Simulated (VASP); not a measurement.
# InP (F-43m) in VASP: single point with PBEsol

Aim: the single point of InP with PBEsol.

All numbers are computed with VASP 6.6.1; they aren't measurements. Logs are shortened: lines on timing, memory, paths and dates and some standing lists are left out, and cuts for length are marked.

## 1. The cell of the first run

It takes space group F-43m (No. 216, cubic). The conventional cell has a = 5.861 Å, b = 5.861 Å, c = 5.861 Å, α = 90.00°, β = 90.00°, γ = 90.00°. Within 3.3 Å of In (site symmetry -43m) lie 4 P at 2.54 Å. Within 3.3 Å of P (site symmetry -43m) lie 4 In at 2.54 Å.

## 2. Single point, PBEsol

File POSCAR:

```
InP
1.0
    0.0000000000      2.9305000000      2.9305000000
    2.9305000000      0.0000000000      2.9305000000
    2.9305000000      2.9305000000      0.0000000000
In P
1 1
Direct
    0.0000000000      0.0000000000      0.0000000000
    0.2500000000      0.2500000000      0.2500000000
```

File INCAR.step1:

```
SYSTEM = InP
ALGO = Normal ; EDIFF = 1E-6
ENCUT = 400 ; GGA = PS
GGA_COMPAT = .False. ; ISIF = 2
ISMEAR = 0 ; LASPH = .True.
LCHARG = .True. ; LORBIT = 11
LREAL = .False. ; LWAVE = .False.
NBANDS = 16 ; NEDOS = 2001
NELM = 120 ; PREC = Accurate
SIGMA = 0.01
```

File KPOINTS.step1:

```
k-points
0
Gamma
  6 6 6
  0 0 0
```

File INCAR.step2:

```
SYSTEM = InP
ALGO = Normal ; EDIFF = 1E-6
ENCUT = 400 ; GGA = PS
GGA_COMPAT = .False. ; ICHARG = 11
ISIF = 2 ; ISMEAR = -5
LASPH = .True. ; LCHARG = .False.
LORBIT = 11 ; LREAL = .False.
LWAVE = .False. ; NBANDS = 16
NEDOS = 1001 ; NELM = 120
PREC = Accurate ; SIGMA = 0.01
```

File KPOINTS.step2:

```
k-points
0
Gamma
  9 9 9
  0 0 0
```

Potentials or basis: VASP PAW PBE potentials, release 64 (In_d, P).

Command:

```
$ cat potpaw_PBE.64/In_d/POTCAR potpaw_PBE.64/P/POTCAR > POTCAR
$ cp INCAR.step1 INCAR
$ cp KPOINTS.step1 KPOINTS
$ mpirun -np 1 vasp_std > vasp.out
$ cp INCAR.step2 INCAR
$ cp KPOINTS.step2 KPOINTS
$ mpirun -np 1 vasp_std > vasp.out
```

OUTCAR:

```text
SYSTEM = InP
   EDIFF = 1E-6
   ENCUT = 400
   GGA = PS
   ICHARG = 11
   ISIF = 2
   ISMEAR = -5
   LASPH = .True.
   LORBIT = 11
   LREAL = .False.
   NELM = 120
   PREC = Accurate

 ion  position               nearest neighbor table
   1  0.000  0.000  0.000-   2 2.54   2 2.54   2 2.54   2 2.54
   2  0.250  0.250  0.250-   1 2.54   1 2.54   1 2.54   1 2.54

  LATTYP: Found a face centered cubic cell.
 ALAT       =     5.8610000000

  Lattice vectors:

 A1 = (   0.0000000000,   2.9305000000,   2.9305000000)
 A2 = (   2.9305000000,   0.0000000000,   2.9305000000)
 A3 = (   2.9305000000,   2.9305000000,   0.0000000000)

Analysis of symmetry for initial positions (statically):
=====================================================================
 Subroutine PRICEL returns:
 Original cell was already a primitive cell.

 Routine SETGRP: Setting up the symmetry group for a
 face centered cubic supercell.

 Subroutine GETGRP returns: Found 24 space group operations
 (whereof 24 operations were pure point group operations)
 out of a pool of 48 trial point group operations.

The static configuration has the point symmetry T_d .

Analysis of symmetry for dynamics (positions and initial velocities):
=====================================================================
 Subroutine PRICEL returns:
 Original cell was already a primitive cell.

 Routine SETGRP: Setting up the symmetry group for a
 face centered cubic supercell.

 Subroutine GETGRP returns: Found 24 space group operations
 (whereof 24 operations were pure point group operations)
 out of a pool of 48 trial point group operations.

The dynamic configuration has the point symmetry T_d .

 Subroutine INISYM returns: Found 24 space group operations
 (whereof 24 operations are pure point group operations),
 and found     1 'primitive' translations

----------------------------------------------------------------------------------------

                                     Primitive cell

  volume of cell :      50.3333

  direct lattice vectors                    reciprocal lattice vectors
     0.000000000  2.930500000  2.930500000    -0.170619348  0.170619348  0.170619348
     2.930500000  0.000000000  2.930500000     0.170619348 -0.170619348  0.170619348
     2.930500000  2.930500000  0.000000000     0.170619348  0.170619348 -0.170619348

  length of vectors
     4.144352845  4.144352845  4.144352845     0.295521380  0.295521380  0.295521380

  position of ions in fractional coordinates (direct lattice)
     0.000000000  0.000000000  0.000000000
     0.250000000  0.250000000  0.250000000

  ion indices of the primitive-cell ions
   primitive index   ion index
                 1           1
                 2           2

----------------------------------------------------------------------------------------

 KPOINTS: k-points

Automatic generation of k-mesh.
 Grid dimensions read from file:
 generate k-points for:    9    9    9

 Generating k-lattice:

  Cartesian coordinates                     Fractional coordinates (reciprocal lattice)
    -0.018957705  0.018957705  0.018957705     0.111111111  0.000000000  0.000000000
     0.018957705 -0.018957705  0.018957705     0.000000000  0.111111111  0.000000000
     0.018957705  0.018957705 -0.018957705     0.000000000  0.000000000  0.111111111

  Length of vectors
     0.032835709  0.032835709  0.032835709

  Shift w.r.t. Gamma in fractional coordinates (k-lattice)
     0.000000000  0.000000000  0.000000000

 TETIRR: Found    115 inequivalent tetrahedra from     4374

 Subroutine IBZKPT returns following result:
 ===========================================

 Found     35 irreducible k-points:

 Following reciprocal coordinates:
            Coordinates               Weight
  0.000000  0.000000  0.000000      1.000000
  0.111111  0.000000  0.000000      8.000000
  0.222222  0.000000  0.000000      8.000000
  0.333333  0.000000  0.000000      8.000000
  0.444444  0.000000  0.000000      8.000000
  0.111111  0.111111  0.000000      6.000000
[... 16 lines left out ...]
 -0.333333  0.333333  0.000000     12.000000
  0.444444  0.444444  0.000000      6.000000
 [... further k-points ...]
   k-points           NKPTS =     35   k-points in BZ     NKDIM =     35   number of bands    NBANDS=     16
   number of dos      NEDOS =   1001   number of ions     NIONS =      2
   total plane-waves  NPLWV =  21952
   dimension x,y,z NGX =    28 NGY =   28 NGZ =   28
   dimension x,y,z NGXF=    56 NGYF=   56 NGZF=   56
   ions per type =               1   1
   NGX,Y,Z   is equivalent  to a cutoff of  11.23, 11.23, 11.23 a.u.
   NGXF,Y,Z  is equivalent  to a cutoff of  22.46, 22.46, 22.46 a.u.
 SYSTEM =  InP
   PREC   = accura    normal or accurate (medium, high low for compatibility)
   ISTART =      0    job   : 0-new  1-cont  2-samecut
   ICHARG =     11    charge: 1-file 2-atom 10-const
   ISPIN  =      1    spin polarized calculation?
   LNONCOLLINEAR =      F non collinear calculations
   LSORBIT =      F    spin-orbit coupling
   LASPH  =      T    aspherical Exc in radial PAW
   ENCUT  =  400.0 eV  29.40 Ry    5.42 a.u.   6.76  6.76  6.76*2*pi/ulx,y,z
   NELM   =    120;   NELMIN=  2; NELMDL=  0     # of ELM steps
   EDIFF  = 0.1E-05   stopping-criterion for ELM
   LREAL  =      F    real-space projection
   EDIFFG = 0.1E-04   stopping-criterion for IOM
   NSW    =      0    number of steps for IOM
   IBRION =     -1    ionic relax: 0-MD 1-quasi-New 2-CG
   NFREE  =      0    steps in history (QN), initial steepest desc. (CG)
   ISIF   =      2    stress and relaxation
   ISYM   =      2    0-nonsym 1-usesym 2-fastsym
   POTIM  = 0.5000    time-step for ionic-motion
   TEBEG  =    0.0;   TEEND  =   0.0 temperature during run
   PSTRESS=    0.0 pullay stress
   NELECT =      18.0000    total number of electrons
   NUPDOWN=      -1.0000    fix difference up-down
   EMIN   =  10.00;   EMAX   =-10.00  energy-range for DOS
   EFERMI =   0.00;   METHOD = LEGACY
   ISMEAR =    -5;   SIGMA  =   0.01  broadening in eV -4-tet -1-fermi 0-gaus
   EFERMI_NEDOS =   21; number of points for ismear=-14 and -15
   IALGO  =     38    algorithm
   IMIX   =      4    mixing-type and parameters
     AMIX     =   0.40;   BMIX     =  1.00
     AMIX_MAG =   1.60;   BMIX_MAG =  1.00
  volume/ion in A,a.u.               =      25.17       169.83
  Fermi-wavevector in a.u.,A,eV,Ry     =   1.162021  2.195901 18.371846  1.350293
  Thomas-Fermi vector in A             =   2.298587
   LORBIT       =     11    0 simple, 1 ext, 2 COOP (PROOUT), +10 PAW based schemes
   GGA     = PS    functional components
   LHFCALC =     F    Hartree Fock is set to
   AEXX    =    0.0000 exact exchange contribution
   IVDW    =     0    specifies the selected vdW correction
   LEPSILON=     F    determine dielectric tensor
   LRPA    =     F    only Hartree local field effects (RPA)
 non-spin polarized calculation
 Fermi weights with tetrahedron method with Bloechl corrections
  energy-cutoff  :      400.00
  volume of cell :       50.33
 maximum number of plane-waves:       941

 number of electron      17.9999990 magnetization

 Free energy of the ion-electron system (eV)
  ---------------------------------------------------
  ext. energy  EPLUGINS =         0.00000000
  ---------------------------------------------------
  free energy    TOTEN  =        -9.15535643 eV

  energy without entropy =       -9.15535643  energy(sigma->0) =       -9.15535643

 E-fermi :   5.1018     XC(G=0):  -9.4766

 val. band max:        5.0988756208   @ k =   0.0000   0.0000   0.0000
 cond. band min:       5.7112351772   @ k =   0.0000   0.0000   0.0000
 fundamental gap:      0.6123595565
 Fermi energy:         5.1017978952

 k-point     1 :       0.0000    0.0000    0.0000
  band No.  band energies     occupation
      1      -9.0592      2.00000
      2      -9.0592      2.00000
      3      -9.0592      2.00000
      4      -8.9026      2.00000
      5      -8.9026      2.00000
      6      -6.4501      2.00000
[... 8 lines left out ...]
     15      14.5254      0.00000
     16      14.5254      0.00000

 k-point     2 :       0.1111    0.0000    0.0000
  band No.  band energies     occupation
      1      -9.0747      2.00000
      2      -9.0531      2.00000
      3      -9.0531      2.00000
      4      -8.9025      2.00000
      5      -8.9025      2.00000
      6      -6.3072      2.00000
[... 8 lines left out ...]
     15      13.9338      0.00000
     16      14.1316      0.00000

 k-point     3 :       0.2222    0.0000    0.0000
  band No.  band energies     occupation
      1      -9.1122      2.00000
      2      -9.0390      2.00000
      3      -9.0390      2.00000
      4      -8.9010      2.00000
      5      -8.9010      2.00000
      6      -5.9009      2.00000
[... 8 lines left out ...]
     15      13.5681      0.00000
     16      14.1700      0.00000

 k-point     4 :       0.3333    0.0000    0.0000
  band No.  band energies     occupation
      1      -9.1523      2.00000
      2      -9.0263      2.00000
      3      -9.0263      2.00000
      4      -8.8958      2.00000
      5      -8.8957      2.00000
      6      -5.3147      2.00000
[... 8 lines left out ...]
     15      14.1351      0.00000
     16      14.1351      0.00000
[... 324 lines left out ...]
 k-point    22 :      -0.4444    0.3333    0.0000
  band No.  band energies     occupation
      1      -9.2204      2.00000
      2      -8.9828      2.00000
      3      -8.9681      2.00000
      4      -8.9331      2.00000
      5      -8.8790      2.00000
      6      -4.1233      2.00000
[... 8 lines left out ...]
     15      15.4200      0.00000
     16      17.4062      0.00000

 k-point    23 :      -0.3333    0.3333    0.0000
  band No.  band energies     occupation
      1      -9.2043      2.00000
      2      -8.9973      2.00000
      3      -8.9783      2.00000
      4      -8.9176      2.00000
      5      -8.8904      2.00000
      6      -4.1830      2.00000
[... 8 lines left out ...]
     15      14.2484      0.00000
     16      18.1355      0.00000

 k-point    24 :       0.4444    0.4444    0.0000
  band No.  band energies     occupation
      1      -9.2425      2.00000
      2      -8.9562      2.00000
      3      -8.9562      2.00000
      4      -8.9538      2.00000
      5      -8.8679      2.00000
      6      -4.1733      2.00000
[... 8 lines left out ...]
     15      15.8021      0.00000
     16      17.3190      0.00000

 [... further k-points ...]

------------------------ aborting loop because EDIFF is reached ----------------------------------------

  FORCE on cell =-STRESS in cart. coord.  units (eV):
  Direction    XX          YY          ZZ          XY          YZ          ZX
  --------------------------------------------------------------------------------------
  -------------------------------------------------------------------------------------
  Total        0.2250359      0.2250359      0.2250359      0.0000000      0.0000000      0.0000000
  in kB        7.1632025      7.1632025      7.1632025      0.0000000      0.0000000      0.0000000
  external PRESSURE =       7.1632025 kB  Pullay stress =       0.0000000 kB

 VOLUME and BASIS-vectors are now :
 -----------------------------------------------------------------------------
  energy-cutoff  :      400.00
  volume of cell :       50.33
      direct lattice vectors                 reciprocal lattice vectors
     0.000000000  2.930500000  2.930500000    -0.170619348  0.170619348  0.170619348
     2.930500000  0.000000000  2.930500000     0.170619348 -0.170619348  0.170619348
     2.930500000  2.930500000  0.000000000     0.170619348  0.170619348 -0.170619348

 POSITION                                       TOTAL-FORCE (eV/Angst)
 -----------------------------------------------------------------------------------
      0.00000      0.00000      0.00000         0.000000      0.000000      0.000000
      1.46525      1.46525      1.46525        -0.000000     -0.000000     -0.000000
 -----------------------------------------------------------------------------------
    total drift:                                0.000000      0.000000     -0.000000

  FREE ENERGIE OF THE ION-ELECTRON SYSTEM (eV)
  ---------------------------------------------------
  free  energy   TOTEN  =        -9.1553564306 eV

  energy  without entropy=       -9.1553564306  energy(sigma->0) =       -9.15535643

 total charge

# of ion       s       p       d       tot
------------------------------------------
    1        0.831   0.776   9.900  11.507
    2        1.028   1.476   0.000   2.504
--------------------------------------------------
tot          1.859   2.253   9.900  14.012
```

It took 34 s on 1 thread of Intel Xeon 8259CL, shared host; peak memory 0.15 GiB.

What came out:

* Valence electrons inside the program's atomic spheres: In 11.51; P 2.50

Caveat: the PAW data sets were made with another functional, which shifts forces and pressure a little; spin-orbit coupling is left out, which moves the levels of the heavy elements.
